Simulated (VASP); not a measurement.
# AlGa7As8 (P1) in VASP: notebook, part 2 of 2

VASP 6.6.1. Earlier steps stand in the parts before.

## 3. Single point, PBEsol

INCAR

```
SYSTEM = AlGa7As8
ALGO = Normal ; EDIFF = 1E-6
ENCUT = 500 ; GGA = PS
GGA_COMPAT = .False. ; ISIF = 2
ISMEAR = -1 ; ISYM = -1
KPAR = 1 ; LASPH = .True.
LCHARG = .True. ; LELF = .True.
LREAL = Auto ; LVHAR = .True.
LWAVE = .False. ; NBANDS = 456
NELM = 120 ; PREC = Accurate
SIGMA = 0.05
```

KPOINTS

```
explicit points
1
Reciprocal
  0.25000000   0.25000000   0.25000000 1
```

POSCAR

```
AlGa7As8
1.0
   11.9542250175     -0.0000000020      0.0000000000
   -0.0000019992     13.8347845149      0.0000000000
    0.0000000000      0.0000000000     13.1605291526
Al Ga As
6 42 48
Direct
    0.0007700000      0.1666640000      0.9995220000
    0.3339390000      0.1666630000      0.9998910000
    0.3340770000      0.1669620000      0.4999720000
    0.0005660000      0.6669330000      0.4999510000
    0.8340540000      0.4169520000      0.9997970000
    0.8333140000      0.5834700000      0.7499740000
    0.0003660000      0.1667430000      0.5000760000
    0.1672600000      0.4171090000      0.9999950000
    0.1673970000      0.4169440000      0.4999620000
    0.0005250000      0.6670220000      0.0005070000
    0.6669060000      0.1664320000      0.0000300000
    0.6669830000      0.1666280000      0.5000850000
    0.5006120000      0.4169310000      0.9999890000
    0.5006210000      0.4172880000      0.5001850000
    0.3340320000      0.6667440000      0.0002220000
    0.3338330000      0.6666550000      0.5001970000
    0.1673630000      0.9165320000      0.0002330000
    0.1670000000      0.9170060000      0.5001160000
    0.8335550000      0.4164790000      0.4999610000
    0.6673340000      0.6669630000      0.0003750000
    0.6670160000      0.6669340000      0.5000030000
    0.5006760000      0.9165040000      0.0002390000
    0.5006710000      0.9165120000      0.5001440000
    0.8336620000      0.9168380000      0.0000270000
    0.8339680000      0.9172290000      0.5001370000
    0.1662120000      0.0832840000      0.2504700000
    0.1666700000      0.0832580000      0.7501080000
    0.9996320000      0.3331450000      0.2505610000
    0.9999160000      0.3331840000      0.7496240000
    0.4997750000      0.0831360000      0.2502670000
    0.4997710000      0.0831300000      0.7503820000
    0.3330540000      0.3334650000      0.2502210000
    0.3331570000      0.3336210000      0.7504320000
    0.1665430000      0.5830910000      0.2500320000
    0.1665620000      0.5832570000      0.7504280000
    0.9996340000      0.8335100000      0.2500380000
    0.0000500000      0.8334960000      0.7505200000
    0.8331100000      0.0833120000      0.2501910000
    0.8329300000      0.0831170000      0.7500980000
    0.6663300000      0.3331800000      0.2502470000
    0.6662520000      0.3328500000      0.7500560000
    0.4997570000      0.5832420000      0.2501530000
    0.4998200000      0.5834330000      0.7502710000
    0.3330220000      0.8331800000      0.2503580000
    0.3331550000      0.8331400000      0.7501760000
    0.8329030000      0.5829860000      0.2503220000
    0.6663700000      0.8332450000      0.2502900000
    0.6662910000      0.8333450000      0.7500820000
    0.0001540000      0.1667660000      0.1868740000
    0.0001200000      0.1665210000      0.6870120000
    0.3333540000      0.1667890000      0.1871680000
    0.3335710000      0.1670190000      0.6871960000
    0.1665070000      0.4166470000      0.1869890000
    0.1669110000      0.4168870000      0.6869250000
    0.9999960000      0.6667720000      0.1873350000
    0.0004180000      0.6670040000      0.6870050000
    0.6666610000      0.1667110000      0.1870270000
    0.6665490000      0.1665000000      0.6869940000
    0.5000760000      0.4167760000      0.1869930000
    0.5001750000      0.4168930000      0.6871330000
    0.3334650000      0.6667390000      0.1871000000
    0.3333730000      0.6665650000      0.6871640000
    0.1668420000      0.9168010000      0.1871700000
    0.1668380000      0.9168320000      0.6870890000
    0.8334230000      0.4165490000      0.1870440000
    0.8331880000      0.4165060000      0.6868470000
    0.6668150000      0.6667730000      0.1872120000
    0.6665660000      0.6668940000      0.6868400000
    0.5000160000      0.9166680000      0.1871580000
    0.4999900000      0.9167640000      0.6870670000
    0.8332190000      0.9168450000      0.1869810000
    0.8335530000      0.9166760000      0.6871150000
    0.1668590000      0.0832760000      0.4371900000
    0.1671650000      0.0827440000      0.9368480000
    0.0002570000      0.3332050000      0.4373330000
    0.0005230000      0.3333110000      0.9365600000
    0.5003620000      0.0828070000      0.4370510000
    0.5003670000      0.0828120000      0.9371470000
    0.3337840000      0.3335860000      0.4370420000
    0.3335250000      0.3336160000      0.9372080000
    0.1669710000      0.5831580000      0.4368940000
    0.1667790000      0.5835130000      0.9373160000
    0.0000880000      0.8335080000      0.4369240000
    0.0001960000      0.8332960000      0.9373860000
    0.8333140000      0.0834930000      0.4371300000
    0.8333110000      0.0832670000      0.9369610000
    0.6665140000      0.3330170000      0.4371450000
    0.6667780000      0.3329920000      0.9369680000
    0.5002120000      0.5835250000      0.4371060000
    0.5004180000      0.5833960000      0.9372150000
    0.3333250000      0.8331490000      0.4373050000
    0.3336120000      0.8330420000      0.9371540000
    0.8333180000      0.5830360000      0.4371190000
    0.8335210000      0.5835630000      0.9370510000
    0.6670910000      0.8332430000      0.4372120000
    0.6668160000      0.8330550000      0.9371010000
```

Potentials or basis: VASP PAW PBE potentials, release 64 (Al, Ga_d, As).

Command:

```
> cat potpaw_PBE.64/Al/POTCAR potpaw_PBE.64/Ga_d/POTCAR potpaw_PBE.64/As/POTCAR > POTCAR
> mpirun -np 4 vasp_std > vasp.out
```

It took 7.8 min on 4 MPI ranks of Intel Xeon 6975P-C (Granite Rapids), shared host; peak memory 0.76 GiB.

It converged, with:

```yaml
Free_energy: -441.4382 eV
Pressure: 0.2 GPa
Largest_force: 0.019 eV/Å
Band_gap_on_the_k_mesh: 1.33 eV
```

Forces in eV/Å, atoms in the order of the input:
```
Al  -0.001 -0.007  0.002
Al  -0.002 -0.003  0.000
Al  -0.002 -0.013  0.001
Al  -0.001 -0.013 -0.001
Al  -0.002 -0.010 -0.002
Al  -0.002  0.007  0.000
Ga   0.001 -0.014  0.001
Ga  -0.001 -0.007 -0.003
Ga   0.005 -0.012  0.000
Ga  -0.002 -0.008 -0.002
Ga  -0.003 -0.001 -0.002
Ga   0.003 -0.011  0.000
Ga  -0.004 -0.005 -0.004
Ga   0.001 -0.016 -0.002
Ga  -0.002 -0.009 -0.005
Ga   0.001 -0.012 -0.003
Ga   0.000 -0.013 -0.004
Ga   0.001 -0.018 -0.003
Ga   0.004 -0.016 -0.001
Ga  -0.005 -0.009 -0.002
Ga  -0.003 -0.015 -0.002
Ga   0.000 -0.006 -0.005
Ga   0.002 -0.012 -0.003
Ga  -0.005 -0.010 -0.002
Ga  -0.001 -0.016  0.000
Ga   0.007  0.008 -0.002
Ga   0.000  0.006 -0.003
Ga   0.004  0.011 -0.001
Ga  -0.001  0.009 -0.003
Ga   0.006  0.016 -0.003
Ga   0.001  0.007 -0.002
Ga   0.000  0.013 -0.005
Ga   0.000  0.009 -0.004
Ga   0.003  0.016 -0.004
Ga   0.002  0.011 -0.002
Ga   0.004  0.011 -0.004
Ga  -0.001  0.008 -0.002
Ga   0.001  0.015  0.000
Ga  -0.003  0.014 -0.002
Ga   0.001  0.015 -0.001
Ga  -0.004  0.016 -0.003
Ga   0.004  0.013 -0.002
Ga  -0.002  0.012 -0.004
Ga   0.004  0.012 -0.004
Ga   0.000  0.009 -0.005
Ga   0.005  0.015 -0.002
Ga   0.004  0.016 -0.004
Ga   0.000  0.008 -0.003
As  -0.008 -0.007  0.011
As   0.000 -0.005  0.001
As  -0.002 -0.011  0.009
As  -0.001 -0.004  0.008
As   0.002 -0.010  0.002
As  -0.001 -0.006  0.004
As  -0.002 -0.008  0.003
As   0.007  0.000  0.006
As  -0.004 -0.011  0.004
As   0.002 -0.008  0.002
As   0.001 -0.009  0.002
As   0.004 -0.007  0.002
As  -0.005 -0.005  0.004
As   0.001 -0.006  0.002
As  -0.004 -0.004  0.002
As   0.002 -0.001  0.002
As  -0.001 -0.007  0.008
As   0.002 -0.010 -0.001
As  -0.005 -0.009  0.001
As  -0.007 -0.001  0.000
As  -0.002 -0.012  0.001
As  -0.001 -0.003  0.004
As  -0.001 -0.010  0.003
As   0.000 -0.007  0.001
As  -0.008  0.006  0.000
As   0.000 -0.002 -0.003
As  -0.006  0.008  0.001
As   0.008  0.007 -0.002
As   0.007  0.002 -0.001
As   0.008  0.000 -0.001
As  -0.004  0.019 -0.001
As   0.002  0.011 -0.001
As   0.007  0.001 -0.001
As   0.004  0.005  0.005
As   0.000  0.016 -0.001
As   0.002  0.004  0.004
As   0.001  0.009  0.002
As  -0.002 -0.002 -0.001
As  -0.002  0.007  0.000
As  -0.005 -0.005  0.001
As   0.003  0.012  0.001
As   0.002  0.003  0.005
As  -0.002  0.007  0.002
As  -0.003  0.004  0.005
As  -0.006  0.003  0.001
As   0.003  0.013  0.006
As  -0.003  0.011  0.002
As   0.002  0.006  0.004
```

Levels at points of the mesh, in eV from the valence-band top:
```
           k point  band 399  band 400  band 401  band 402  band 403  band 404  band 405  band 406
(0.25, 0.25, 0.25)     -0.47     -0.42     -0.21      0.00      1.33      1.51      1.57      1.61
```

Caveat: the PAW data sets were made with another functional, which shifts forces and pressure a little; a shifted mesh leaves out Γ, where band edges can lie.
